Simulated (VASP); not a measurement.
Input of a VASP 6.6.1 run:

The input INCAR:

```
SYSTEM = SnS
ALGO     = Normal         ! electronic algorithm
EDIFF    = 1E-6           ! SCF threshold, eV
ENCUT    = 500            ! plane-wave cutoff, eV
GGA      = PE             ! functional
GGA_COMPAT= .False.      
ISIF     = 2              ! what is computed and relaxed
ISMEAR   = 0              ! smearing method
LASPH    = .True.         ! aspherical terms in the spheres
LCHARG   = .False.        ! write CHGCAR
LREAL    = .False.        ! projectors in reciprocal space
LWAVE    = .False.        ! write WAVECAR
NBANDS   = 50             ! bands
NELM     = 120            ! most SCF steps
PREC     = Accurate       ! precision mode
SIGMA    = 0.02           ! smearing width, eV
```

File KPOINTS:

```
k-points
0
Gamma
  4 8 6
  0 0 0
```

The input POSCAR:

```
SnS
1.0
   11.4466922714      0.0000000000      0.0000000000
    0.0000000000      4.0254287767      0.0000000000
    0.0000000000      0.0000000000      4.4468756675
Sn S
4 4
Direct
    0.6215861457      0.2500000000      0.6297789746
    0.8784138543      0.7500000000      0.1297789746
    0.1215861457      0.2500000000      0.8702210254
    0.3784138543      0.7500000000      0.3702210254
    0.3500031517      0.2500000000      0.9768203688
    0.1499968483      0.7500000000      0.4768203688
    0.8500031517      0.2500000000      0.5231796312
    0.6499968483      0.7500000000      0.0231796312
```

Potentials or basis: VASP PAW PBE potentials, release 64 (Sn_d, S).

The run is started by

```sh
$ cat potpaw_PBE.64/Sn_d/POTCAR potpaw_PBE.64/S/POTCAR > POTCAR
$ mpirun -np 1 vasp_std > vasp.out
```

Question: Predict the pressure.

Answer: -0.1 GPa.

Question: Predict the band gap on the k mesh.

Answer: 1.05 eV (least direct gap 1.32 eV).

Forces in eV/Å, atoms in the order of the input:
```
Sn   0.000  0.000 -0.004
Sn   0.000  0.000 -0.004
Sn   0.000  0.000  0.004
Sn   0.000  0.000  0.004
S   -0.004  0.000 -0.002
S    0.004  0.000 -0.002
S   -0.004  0.000  0.002
S    0.004  0.000  0.002
```

Caveat: spin-orbit coupling is left out, which moves the levels of the heavy elements.

**Measured values to compare with.**

“Linear dichroism of the optical properties of SnS and SnSe van der Waals crystals”, 2024, arxiv:2409.17412 reports, for a bulk crystal of SnS at 20 K: band gap 1.16 eV (indirect).

A measured gap of SnS is 1.16 eV (indirect; 20 K; “Linear dichroism of the optical properties of SnS and SnSe van der Waals crystals”, 2024, arxiv:2409.17412); the calculated 1.05 eV misses it by -0.11 eV. 2 values of this kind are on record (1.09 to 1.16 eV); this one was drawn at random. Spin-orbit coupling on Sn is left out. The value is that of PBE on a finite k mesh, which can miss the band edges, without temperature or zero-point motion. Semilocal functionals fall short of measured gaps as a rule.
